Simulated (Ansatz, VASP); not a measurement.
## Two plane-wave programs on CuIrC6N6

File INCAR:

```
SYSTEM = CuIrC6N6
ALGO = Normal ; EDIFF = 1E-6
ENCUT = 520 ; GGA = PE
ISIF = 2 ; ISMEAR = 0
ISPIN = 2 ; LASPH = .TRUE.
LCHARG = .TRUE. ; LELF = .TRUE.
LMAXMIX = 4 ; LORBIT = 11
LREAL = .FALSE. ; LVHAR = .TRUE.
LWAVE = .FALSE. ; MAGMOM = 1 1 0 0 0 0 0 0 0 0 0 0 0 0
NBANDS = 54 ; NELM = 150
PREC = Accurate ; SIGMA = 0.1
```

The input KPOINTS:

```
k-points
0
G
  4 4 4
  0 0 0
```

The input POSCAR:

```
CuIrC6N6
1.0
    0.0000000000      5.0945000000      5.0945000000
    5.0945000000      0.0000000000      5.0945000000
    5.0945000000      5.0945000000      0.0000000000
Cu Ir C N
1 1 6 6
Direct
    0.0000000000      0.0000000000      0.0000000000
    0.5000000000      0.5000000000      0.5000000000
    0.8118559200      0.1881440800      0.1881440800
    0.1881440800      0.8118559200      0.1881440800
    0.1881440800      0.1881440800      0.8118559200
    0.1881440800      0.8118559200      0.8118559200
    0.8118559200      0.1881440800      0.8118559200
    0.8118559200      0.8118559200      0.1881440800
    0.6970262000      0.3029738000      0.3029738000
    0.3029738000      0.6970262000      0.3029738000
    0.3029738000      0.3029738000      0.6970262000
    0.3029738000      0.6970262000      0.6970262000
    0.6970262000      0.3029738000      0.6970262000
    0.6970262000      0.6970262000      0.3029738000
```

Input for Ansatz:

```yaml
crystal:
  lattice:
    - [0.0, 5.0945, 5.0945]
    - [5.0945, 0.0, 5.0945]
    - [5.0945, 5.0945, 0.0]
  atoms:
    - { symbol: Cu, position: [0.0, 0.0, 0.0], spin: 1.0 }
    - { symbol: Ir, position: [0.5, 0.5, 0.5], spin: 1.0 }
    - { symbol: C, position: [0.81185592, 0.18814408, 0.18814408] }
    - { symbol: C, position: [0.18814408, 0.81185592, 0.18814408] }
    - { symbol: C, position: [0.18814408, 0.18814408, 0.81185592] }
    - { symbol: C, position: [0.18814408, 0.81185592, 0.81185592] }
    - { symbol: C, position: [0.81185592, 0.18814408, 0.81185592] }
    - { symbol: C, position: [0.81185592, 0.81185592, 0.18814408] }
    - { symbol: "N", position: [0.6970262, 0.3029738, 0.3029738] }
    - { symbol: "N", position: [0.3029738, 0.6970262, 0.3029738] }
    - { symbol: "N", position: [0.3029738, 0.3029738, 0.6970262] }
    - { symbol: "N", position: [0.3029738, 0.6970262, 0.6970262] }
    - { symbol: "N", position: [0.6970262, 0.3029738, 0.6970262] }
    - { symbol: "N", position: [0.6970262, 0.6970262, 0.3029738] }
basis:
  ecutwfc: 420
kpoints:
  mp_grid: { grid: [4, 4, 4] }
hamiltonian:
  xc: pbe
scf:
  occupations: { method: gaussian, width: 0.1 }
  lower_state_search: "off"
output:
  forces: true
  stress: true
  eigenvalues: true
  populations: true
magnetization:
  spin_polarized: true
```

Alike in both runs: task single point; functional PBE; k mesh 4 × 4 × 4; occupations gaussian, width 0.1 eV; collinear spin.

|  | VASP | Ansatz |
| --- | --- | --- |
| version | VASP 6.6.1 | Ansatz 0.2.0 |
| potentials or method | VASP PAW PBE potentials, release 64 (Cu, Ir, C, N), cutoff 520 eV | scalar-relativistic, plane waves, PAW |
| valence electrons in the cell | 74 | 90 |

VASP gave:

| Quantity | Value |
| --- | --- |
| gap on the k mesh at the Fermi level (eV) | 0.67 |
| least direct gap on the mesh (eV) | 0.76 |
| pressure (GPa) | 2.7 |
| rms of the force components (eV/Å) | 0.776 |
| net moment per atom (μB) | 0.14 |
| size of the moment on the site where the two differ most (μB) | 0.15 |

Q: Which values does Ansatz return?

A: gap on the k mesh at the Fermi level (eV): 0.70; least direct gap on the mesh (eV): 0.78; pressure (GPa): 2.1; rms of the force components (eV/Å): 0.918; net moment per atom (μB): 0.14; size of the moment on the site where the two differ most (μB): 0.07.

Site moments also hang on the region over which each program counts them. Atom by atom the forces differ by 0.167 eV/Å (rms over components). VASP's potentials hold 74 valence electrons a cell and Ansatz's 90, so a difference there can come from the potentials and not from the codes.

Neither program's run includes spin-orbit coupling. Noted on VASP's run: the standard files for N, O and F lose accuracy on very short bonds.
